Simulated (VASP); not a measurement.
Here is a VASP 6.6.1 calculation.

Contents of INCAR:

```
  PREC = Accurate
  ENCUT = 520
  EDIFF = 1E-6
  ISMEAR = 0
  SIGMA = 0.05
  LREAL = Auto
  LASPH = T
  NELM = 60
  ALGO = Normal
  ISIF = 2
  LWAVE = F
  LCHARG = F
  GGA = PE
  NBANDS = 101
```

File KPOINTS:

```
Automatic mesh
0
Gamma
  2 2 1
```

The input POSCAR:

```
Ba5Ti4O12
1.0
    6.9745790000      0.0000000000      0.0000000000
    0.0000000000      5.7506790000      0.0000000000
    0.0000000000      0.0000000000     18.7432490000
Ba Ti O
5 4 12
Direct
    0.6656106694      0.4964442532      0.1423682770
    0.0000000000      0.9965861600      0.0533525400
    1.0351484566      0.4822277867      0.3213967421
    0.3431420979      0.9971842683      0.2288199976
    0.5453350182      0.3341608691      0.4803140073
    0.5000000000      0.9814961900      0.0533525400
    0.1452098319      0.4934380002      0.1306924040
    0.8632533039      0.9809658351      0.2390935170
    0.5475752409      0.4755550770      0.3119083476
    0.3358999900      0.7651112200      0.0958378300
    1.0068676652      0.7673389670      0.1787454361
    0.6853421421     -0.0024191544      0.1140649828
    1.0019362665      0.2625242256      0.1821934481
    0.3271900400      0.2651112200      0.0980928200
    0.0000000000      0.5117952500      0.0533525400
    0.6798816234      0.7545339478      0.2632782354
    0.7137211756      0.5194022515      0.3923285312
    1.0234822249     -0.0134669841      0.3104294914
    0.3634547224      0.3553450006      0.3751469612
    0.6749378540      0.2401598547      0.2642819725
    0.3520955585      0.5267787398      0.2397106852
```

Potentials or basis: VASP PAW PBE potentials, release 64 (Ba_sv, Ti_sv, O).

Command:

```console
$ cat potpaw_PBE.64/Ba_sv/POTCAR potpaw_PBE.64/Ti_sv/POTCAR potpaw_PBE.64/O/POTCAR > POTCAR
$ mpirun -np 1 vasp_std > vasp.out
```

Q: Predict the largest force.

A: 4.547 eV/Å.

Q: Estimate the band gap on the k mesh.

A: Zero (bands 85 and 86 overlap by 0.26 eV).

Forces on the atoms (eV/Å):
```
Ba  -0.021  0.002 -0.119
Ba   1.123  0.059 -0.706
Ba  -0.045  0.025  0.025
Ba   0.034  0.060  0.025
Ba  -0.058 -0.270  0.734
Ti  -3.731  0.873  2.448
Ti   0.080  0.034  0.090
Ti  -0.102  0.031 -0.104
Ti  -0.009  0.057 -0.003
O    1.294  0.479 -1.389
O    0.004 -0.040  0.035
O   -0.039  0.005  0.173
O    0.000 -0.031  0.031
O    1.567 -1.289 -1.267
O   -0.260 -0.133  0.334
O    0.005  0.008  0.063
O    0.206  0.265 -0.270
O    0.042 -0.011  0.163
O   -0.167 -0.040 -0.241
O    0.061 -0.060  0.028
O    0.017 -0.025 -0.048
```

Caveat: the k points lie up to 0.55 Å⁻¹ apart; there is no dipole correction, which matters where the two faces differ; spin-orbit coupling is left out, which moves the levels of the heavy elements; semilocal functionals often make such compounds metallic where correlation or magnetic order opens a gap, which also shifts bond lengths.
